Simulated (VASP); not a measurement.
# Cu36B (a cell with a defect) in VASP: single point with PBE

Aim: the single point of Cu36B (a cell with a defect) with PBE.

Everything below comes from runs of VASP 6.6.1. Logs are shortened: lines on timing, memory, paths and dates and some standing lists are left out, and cuts for length are marked.

## 1. The cell of the first run

The cell holds a defect, 37 atoms: a = 7.701 Å, b = 7.701 Å, c = 10.268 Å, α = 60.00°, β = 60.00°, γ = 60.00°.

## 2. Single point, PBE

Input file INCAR:

```
ALGO = Normal ; EDIFF = 1E-6
ENCUT = 520 ; GGA = PE
ISIF = 2 ; ISMEAR = 1
LASPH = True ; LCHARG = False
LREAL = Auto ; LWAVE = False
NBANDS = 224 ; NELM = 80
PREC = Accurate ; SIGMA = 0.1
```

Input file KPOINTS:

```
k-points
0
Gamma
  1 1 1
```

Input file POSCAR:

```
Cu36B
1.0
    0.0000000000      5.4455251000      5.4455251000
    5.4455251000      0.0000000000      5.4455251000
    7.2607001300      7.2607001300      0.0000000000
Cu B
36 1
Direct
    0.0014450397     -0.0046307747     -0.0021371217
    0.0018456439     -0.0042388015      0.2437517689
    0.0136708579     -0.0048788683      0.5010881781
    0.0048577501     -0.0008658485      0.7499334641
   -0.0034961734      0.3279254924      0.0064758906
   -0.0090062940      0.3224115155      0.2581318559
    0.0044256522      0.3358531944      0.5022014316
    0.0039019194      0.3353237689      0.7521831094
   -0.0023571648      0.6592372515      0.0030655446
   -0.0114274563      0.6607762216      0.2488563730
    0.0176149220      0.6722976082      0.4974036161
   -0.0099410064      0.6629311102      0.7663871115
    0.3392837176     -0.0055557544     -0.0088444639
    0.3326448720     -0.0042950863      0.2384192941
    0.3411361560      0.0066916412      0.5006826387
    0.3390542631      0.0089490911      0.7442495081
    0.3278174221      0.3290549519      0.0030703651
    0.3293520766      0.3199922814      0.2488558910
    0.3408730041      0.3490354860      0.4974047179
    0.3315103625      0.3214872703      0.7663833928
    0.3329482404      0.6643765172     -0.0076622087
    0.3249343208      0.6563543339      0.2183318374
    0.3242252983      0.6556693679      0.5663309221
    0.3371790537      0.6685909868      0.7692015784
    0.6670982014     -0.0014806653     -0.0079138374
    0.6648161442     -0.0037601516      0.2446564337
    0.6765467852      0.0079736112      0.4930267655
    0.6765481625      0.0079768249      0.7373403259
    0.6639444192      0.3328701946     -0.0021378104
    0.6643383207      0.3332719924      0.2437479814
    0.6636850320      0.3451117138      0.5010831511
    0.6677170582      0.3362755595      0.7499323622
    0.6630193478      0.6707096989     -0.0088457723
    0.6643115096      0.6640588251      0.2384078627
    0.6752636215      0.6725637900      0.5006817435
    0.6775267641      0.6704782244      0.7442475110
    0.3544429535      0.6858324829      0.3716450138
```

Potentials or basis: VASP PAW PBE potentials, release 64 (Cu, B).

The run is started by

```console
$ cat potpaw_PBE.64/Cu/POTCAR potpaw_PBE.64/B/POTCAR > POTCAR
$ mpirun -np 1 vasp_gam > vasp.out
```

OUTCAR:

```text
EDIFF = 1E-6
   ENCUT = 520
   GGA = PE
   ISIF = 2
   ISMEAR = 1
   LASPH = True
   LREAL = Auto
   NELM = 80
   PREC = Accurate

 ion  position               nearest neighbor table
   1  0.001  0.995  0.998-   4 2.52   2 2.53  21 2.55  26 2.56  13 2.56   8 2.57   9 2.58  10 2.58
                             5 2.59  25 2.59  29 2.60  16 2.60
   2  0.002  0.996  0.244-   5 2.50  14 2.52   1 2.53  27 2.54   6 2.55  11 2.56  22 2.57  26 2.59
                            13 2.60  30 2.60  10 2.61   3 2.69
   3  0.014  0.995  0.501-  11 2.49   6 2.51  28 2.51   4 2.54  15 2.57  23 2.57  14 2.59  27 2.59
                             7 2.59  12 2.65   2 2.69  31 2.70
   4  0.005  0.999  0.750-   1 2.52   3 2.54  25 2.55  24 2.56  28 2.56  12 2.57   7 2.57  15 2.58
                            16 2.58  32 2.60   8 2.60   9 2.61
   5  0.997  0.328  0.006-  30 2.50   2 2.50  12 2.52  20 2.52   9 2.54  17 2.54   6 2.54   8 2.56
                             1 2.59  29 2.59  13 2.61  33 2.61
   6  0.991  0.322  0.258-   3 2.51  31 2.51   5 2.54  18 2.55  10 2.55   2 2.55  30 2.55  34 2.58
                            14 2.58  17 2.61   9 2.61   7 2.61
   7  0.004  0.336  0.502-  10 2.56  18 2.56   8 2.56  15 2.56  35 2.56  32 2.57   4 2.57   3 2.59
                            31 2.59   6 2.61  11 2.62  19 2.62
   8  0.004  0.335  0.752-  12 2.55  20 2.55  16 2.55  36 2.55   5 2.56   7 2.56   1 2.57  29 2.57
                            32 2.60   4 2.60  19 2.61  11 2.61
   9  0.998  0.659  0.003-  12 2.45  34 2.49  10 2.50  24 2.52   5 2.54  17 2.54  21 2.55   1 2.58
                            25 2.58  33 2.60   6 2.61   4 2.61
  10  0.989  0.661  0.249-  22 2.43   9 2.50  35 2.51  26 2.54  34 2.54   6 2.55   7 2.56   1 2.58
                             2 2.61  18 2.62  21 2.64  11 2.72
  11  0.018  0.672  0.497-  37 2.28  19 2.49   3 2.49   2 2.56  36 2.58  27 2.61   8 2.61   7 2.62
                            35 2.62  12 2.63  22 2.67  23 2.71  10 2.72
  12  0.990  0.663  0.766-  23 2.35  33 2.42   9 2.45  36 2.50   5 2.52   8 2.55  28 2.55   4 2.57
                            11 2.63  20 2.63   3 2.65  24 2.71
  13  0.339  0.994  0.991-  20 2.42  16 2.48  22 2.49  33 2.49  14 2.52  25 2.55  21 2.56   1 2.56
                            17 2.60   2 2.60  28 2.60   5 2.61
  14  0.333  0.996  0.238-  37 2.04  17 2.49  13 2.52   2 2.52  18 2.54  25 2.55  34 2.55   6 2.58
                             3 2.59  26 2.59  22 2.75  15 2.77
  15  0.341  0.007  0.501-  23 2.49  16 2.50  18 2.51  27 2.55   7 2.56   3 2.57  26 2.57  35 2.57
                             4 2.58  19 2.62  24 2.68  14 2.77
  16  0.339  0.009  0.744-  13 2.48  20 2.50  15 2.50  24 2.51   8 2.55  28 2.56  19 2.58   4 2.58
                            27 2.59  21 2.60   1 2.60  36 2.61
  17  0.328  0.329  0.003-  20 2.45  14 2.49  18 2.50  24 2.52   5 2.54   9 2.54  21 2.55  29 2.58
                            25 2.58  13 2.60   6 2.61  32 2.61
  18  0.329  0.320  0.249-  22 2.43  17 2.50  15 2.51  26 2.54  14 2.54   6 2.55   7 2.56  29 2.58
                            30 2.61  10 2.62  21 2.64  19 2.72
  19  0.341  0.349  0.497-  37 2.28  11 2.49  31 2.49  30 2.56  16 2.58  27 2.61   8 2.61   7 2.62
                            15 2.62  20 2.63  22 2.67  23 2.72  18 2.72
  20  0.332  0.321  0.766-  23 2.35  13 2.42  17 2.45  16 2.50   5 2.52   8 2.55  28 2.55  32 2.57
                            19 2.63  12 2.63  31 2.65  24 2.71
  21  0.333  0.664  0.992-  24 2.26  22 2.26   9 2.55  17 2.55   1 2.55  29 2.55  13 2.56  33 2.56
                            16 2.60  36 2.60  10 2.64  18 2.64
  22  0.325  0.656  0.218-  37 1.83  21 2.26  10 2.43  18 2.43  33 2.49  13 2.49  30 2.57   2 2.57
                            11 2.67  19 2.67  14 2.75  34 2.75
  23  0.324  0.656  0.566-  37 1.80  24 2.19  12 2.35  20 2.35  15 2.49  35 2.49   3 2.57  31 2.57
                            11 2.71  19 2.72
  24  0.337  0.669  0.769-  23 2.19  21 2.26  36 2.51  16 2.51   9 2.52  17 2.52  32 2.56   4 2.56
                            35 2.68  15 2.68  20 2.71  12 2.71
  25  0.667  0.999  0.992-  28 2.55  33 2.55  13 2.55  32 2.55   4 2.55  34 2.55  14 2.55  26 2.58
                            17 2.58   9 2.58   1 2.59  29 2.59
  26  0.665  0.996  0.245-  18 2.54  10 2.54   1 2.56  29 2.56  35 2.57  15 2.57  25 2.58   2 2.59
                            30 2.59  14 2.59  34 2.59  27 2.64
  27  0.677  0.008  0.493-  28 2.51   2 2.54  30 2.54  15 2.55  35 2.55  16 2.59  36 2.59   3 2.59
                            31 2.59  19 2.61  11 2.61  26 2.64
  28  0.677  0.008  0.737-  27 2.51   3 2.51  31 2.51  25 2.55  20 2.55  12 2.55  16 2.56  36 2.56
                            32 2.56   4 2.56  13 2.60  33 2.60
  29  0.664  0.333  0.998-  32 2.52  30 2.53  21 2.55  26 2.56  33 2.56   8 2.57  17 2.58  18 2.58
                             5 2.59  25 2.59   1 2.60  36 2.60
  30  0.664  0.333  0.244-   5 2.50  34 2.52  29 2.53  27 2.54   6 2.55  19 2.56  22 2.57  26 2.59
                            33 2.60   2 2.60  18 2.61  31 2.69
  31  0.664  0.345  0.501-  19 2.49   6 2.51  28 2.51  32 2.54  35 2.57  23 2.57  34 2.58  27 2.59
                             7 2.59  20 2.65  30 2.69   3 2.70
  32  0.668  0.336  0.750-  29 2.52  31 2.54  25 2.55  24 2.56  28 2.56  20 2.57   7 2.57  35 2.58
                            36 2.58   4 2.60   8 2.60  17 2.61
  33  0.663  0.671  0.991-  12 2.42  36 2.48  22 2.49  13 2.49  34 2.52  25 2.55  21 2.56  29 2.56
                            30 2.60   9 2.60  28 2.60   5 2.61
  34  0.664  0.664  0.238-  37 2.04   9 2.49  33 2.52  30 2.52  10 2.54  25 2.55  14 2.55   6 2.58
                            31 2.58  26 2.59  22 2.75  35 2.77
  35  0.675  0.673  0.501-  23 2.49  36 2.50  10 2.51  27 2.55   7 2.56  31 2.57  26 2.57  15 2.57
[... 166 lines left out ...]
 Found      1 irreducible k-points:

 Following reciprocal coordinates:
            Coordinates               Weight
  0.000000  0.000000  0.000000      1.000000
   k-points           NKPTS =      1   k-points in BZ     NKDIM =      1   number of bands    NBANDS=    224
   number of dos      NEDOS =    301   number of ions     NIONS =     37
   total plane-waves  NPLWV = 288000
   dimension x,y,z NGX =    60 NGY =   60 NGZ =   80
   dimension x,y,z NGXF=   120 NGYF=  120 NGZF=  160
   ions per type =              36   1
   NGX,Y,Z   is equivalent  to a cutoff of  12.95, 12.95, 12.95 a.u.
   NGXF,Y,Z  is equivalent  to a cutoff of  25.90, 25.90, 25.90 a.u.
 SYSTEM =  unknown system
   PREC   = accura    normal or accurate (medium, high low for compatibility)
   ISTART =      0    job   : 0-new  1-cont  2-samecut
   ICHARG =      2    charge: 1-file 2-atom 10-const
   ISPIN  =      1    spin polarized calculation?
   LNONCOLLINEAR =      F non collinear calculations
   LSORBIT =      F    spin-orbit coupling
   LASPH  =      T    aspherical Exc in radial PAW
   ENCUT  =  520.0 eV  38.22 Ry    6.18 a.u.  14.32 14.32 19.09*2*pi/ulx,y,z
   NELM   =     80;   NELMIN=  2; NELMDL= -5     # of ELM steps
   EDIFF  = 0.1E-05   stopping-criterion for ELM
   LREAL  =      T    real-space projection
   EDIFFG = 0.1E-04   stopping-criterion for IOM
   NSW    =      0    number of steps for IOM
   IBRION =     -1    ionic relax: 0-MD 1-quasi-New 2-CG
   NFREE  =      0    steps in history (QN), initial steepest desc. (CG)
   ISIF   =      2    stress and relaxation
   ISYM   =      2    0-nonsym 1-usesym 2-fastsym
   POTIM  = 0.5000    time-step for ionic-motion
   TEBEG  =    0.0;   TEEND  =   0.0 temperature during run
   PSTRESS=    0.0 pullay stress
   NELECT =     399.0000    total number of electrons
   NUPDOWN=      -1.0000    fix difference up-down
   EMIN   =  10.00;   EMAX   =-10.00  energy-range for DOS
   EFERMI =   0.00;   METHOD = LEGACY
   ISMEAR =     1;   SIGMA  =   0.10  broadening in eV -4-tet -1-fermi 0-gaus
   EFERMI_NEDOS =   21; number of points for ismear=-14 and -15
   IALGO  =     38    algorithm
   IMIX   =      4    mixing-type and parameters
     AMIX     =   0.40;   BMIX     =  1.00
     AMIX_MAG =   1.60;   BMIX_MAG =  1.00
  volume/ion in A,a.u.               =      11.64        78.54
  Fermi-wavevector in a.u.,A,eV,Ry     =   1.596013  3.016027 34.657547  2.547258
  Thomas-Fermi vector in A             =   2.693842
   LORBIT       =      0    0 simple, 1 ext, 2 COOP (PROOUT), +10 PAW based schemes
   GGA     = PE    functional components
   LHFCALC =     F    Hartree Fock is set to
   AEXX    =    0.0000 exact exchange contribution
   IVDW    =     0    specifies the selected vdW correction
   LEPSILON=     F    determine dielectric tensor
   LRPA    =     F    only Hartree local field effects (RPA)
 non-spin polarized calculation
 Methfessel and Paxton  Order N= 1 SIGMA  =   0.10
  energy-cutoff  :      520.00
  volume of cell :      430.61
 maximum number of plane-waves:      5800
 NGX is ok and might be reduce to    60
   NGX = 29   NGY = 29   NGZ = 39

 number of electron     399.0000014 magnetization

 Free energy of the ion-electron system (eV)
  ---------------------------------------------------
  ext. energy  EPLUGINS =         0.00000000
  ---------------------------------------------------
  free energy    TOTEN  =      -144.78049447 eV

  energy without entropy =     -144.76542111  energy(sigma->0) =     -144.77547002

 E-fermi :   8.2956     XC(G=0): -12.7282

 val. band max:        8.2917303214   @ k =   0.0000   0.0000   0.0000
 cond. band min:       8.4003844628   @ k =   0.0000   0.0000   0.0000
 fundamental gap:      0.1086541413
 Fermi energy:         8.2956218534

 k-point     1 :       0.0000    0.0000    0.0000
  band No.  band energies     occupation
      1      -2.3538      2.00000
      2      -0.7799      2.00000
      3       0.1859      2.00000
      4       0.6913      2.00000
      5       1.0680      2.00000
      6       1.2457      2.00000
[... 203 lines left out ...]
    210      10.4734      0.00000
    211      10.7658      0.00000
 [bands above 211 left out]

------------------------ aborting loop because EDIFF is reached ----------------------------------------

  FORCE on cell =-STRESS in cart. coord.  units (eV):
  Direction    XX          YY          ZZ          XY          YZ          ZX
  --------------------------------------------------------------------------------------
  -------------------------------------------------------------------------------------
  Total        9.4734503      9.4722036     -2.7788801     25.2935312     -4.3207561     -4.3219248
  in kB       35.2476965     35.2430580    -10.3393291     94.1091872    -16.0761596    -16.0805079
  external PRESSURE =      20.0504751 kB  Pullay stress =       0.0000000 kB

 VOLUME and BASIS-vectors are now :
 -----------------------------------------------------------------------------
  energy-cutoff  :      520.00
  volume of cell :      430.61
      direct lattice vectors                 reciprocal lattice vectors
     0.000000000  5.445525100  5.445525100    -0.091818510  0.091818510  0.091818510
     5.445525100  0.000000000  5.445525100     0.091818510 -0.091818510  0.091818510
     7.260700130  7.260700130  0.000000000     0.068863882  0.068863882 -0.068863882

 POSITION                                       TOTAL-FORCE (eV/Angst)
 -----------------------------------------------------------------------------------
     12.66549      7.25305      5.42818        -0.001365      0.003936      0.000787
      7.19225      1.77986      5.43249        -0.001601     -0.000530      0.004704
      9.05721      3.71270      5.49340        -0.000886      0.000176     -0.004400
     10.88585      5.47150      5.46726         0.000493     -0.000707     -0.002655
      1.83275      5.47351      7.21221         0.001334      0.000943      0.002040
      3.62992      7.27070      7.15218        -0.004795     -0.004620      0.001179
[... 29 lines left out ...]
      9.05486      9.09325      7.34059        -0.002255      0.004704      0.001214
      6.43312      4.62853      5.66485         0.002924      0.004467      0.052923
 -----------------------------------------------------------------------------------
    total drift:                               -0.001152     -0.000029     -0.003262

  FREE ENERGIE OF THE ION-ELECTRON SYSTEM (eV)
  ---------------------------------------------------
  free  energy   TOTEN  =      -144.7804944669 eV

  energy  without entropy=     -144.7654211130  energy(sigma->0) =     -144.77547002
```

It took 4.9 min on 1 thread of Intel Xeon Platinum 8488C (Sapphire Rapids), shared host; peak memory 0.6 GiB.

What came out:

```yaml
Free_energy: -144.7805 eV
Pressure: 2.0 GPa
Largest_force: 0.053 eV/Å
```

Forces on the atoms (eV/Å):
```
Cu  -0.001  0.004  0.001
Cu  -0.002 -0.001  0.005
Cu  -0.001  0.000 -0.004
Cu   0.000 -0.001 -0.003
Cu   0.001  0.001  0.002
Cu  -0.005 -0.005  0.001
Cu  -0.002 -0.002  0.004
Cu   0.002  0.002  0.005
Cu   0.000 -0.004 -0.002
Cu   0.001 -0.001  0.000
Cu   0.000 -0.003 -0.002
Cu  -0.003  0.000 -0.003
Cu   0.001  0.005 -0.001
Cu   0.001 -0.008  0.008
Cu  -0.003  0.001 -0.002
Cu   0.004 -0.002  0.002
Cu  -0.005  0.000 -0.002
Cu  -0.001  0.000  0.000
Cu  -0.003 -0.001 -0.002
Cu   0.000 -0.003 -0.003
Cu   0.004  0.004  0.006
Cu  -0.030 -0.030 -0.022
Cu   0.027  0.026 -0.034
Cu   0.007  0.006  0.001
Cu   0.001  0.001 -0.009
Cu  -0.003 -0.003 -0.001
Cu   0.003  0.004 -0.002
Cu   0.003  0.003  0.001
Cu   0.004 -0.001  0.001
Cu  -0.001 -0.002  0.005
Cu   0.000 -0.001 -0.004
Cu   0.000  0.001 -0.002
Cu   0.005  0.001 -0.001
Cu  -0.008  0.000  0.007
Cu   0.001 -0.002 -0.002
Cu  -0.002  0.005  0.001
B    0.003  0.004  0.053
```

Levels at points of the mesh, in eV from the Fermi level:
```
           k point  band 197  band 198  band 199  band 200  band 201  band 202  band 203  band 204
(0.00, 0.00, 0.00)     -1.61     -1.10     -0.37      0.00      0.10      0.22      0.29      0.35
```

Caveat: the k points lie up to 1.00 Å⁻¹ apart.
